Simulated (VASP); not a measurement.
A run of VASP 6.6.1:

Contents of INCAR:

```
SYSTEM = Au
PREC     = Accurate       ! precision mode
ENCUT    = 520            ! plane-wave cutoff, eV
EDIFF    = 1E-6           ! SCF threshold, eV
ISMEAR   = 0              ! smearing method
SIGMA    = 0.15           ! smearing width, eV
LREAL    = .False.        ! projectors in reciprocal space
LASPH    = .True.         ! aspherical terms in the spheres
NELM     = 100            ! most SCF steps
ALGO     = Normal         ! electronic algorithm
ISIF     = 2              ! what is computed and relaxed
LWAVE    = .False.        ! write WAVECAR
LCHARG   = .False.        ! write CHGCAR
GGA      = PS             ! functional
NBANDS   = 12             ! bands
```

Contents of KPOINTS:

```
Automatic mesh
0
Gamma
  20 20 20
  0 0 0
```

The input POSCAR:

```
Au
1.0
   -1.6572690000      1.6572690000      1.6987007250
    1.6572690000     -1.6572690000      1.6987007250
    1.6572690000      1.6572690000     -1.6987007250
Au
1
Direct
    0.0000000000      0.0000000000      0.0000000000
```

Potentials or basis: VASP PAW PBE potentials, release 64 (Au).

Run with:

```sh
$ cat potpaw_PBE.64/Au/POTCAR > POTCAR
$ mpirun -np 1 vasp_std > vasp.out
```

Hardware: 1 thread of Intel Xeon 8259CL, with other jobs on the host.

**Question.** Estimate the wall time of this run.

**Answer.** It took 110 s on 1 thread of Intel Xeon 8259CL, with other jobs on the host, peak memory 0.26 GiB. Counts: scf iterations 11, k points 641.
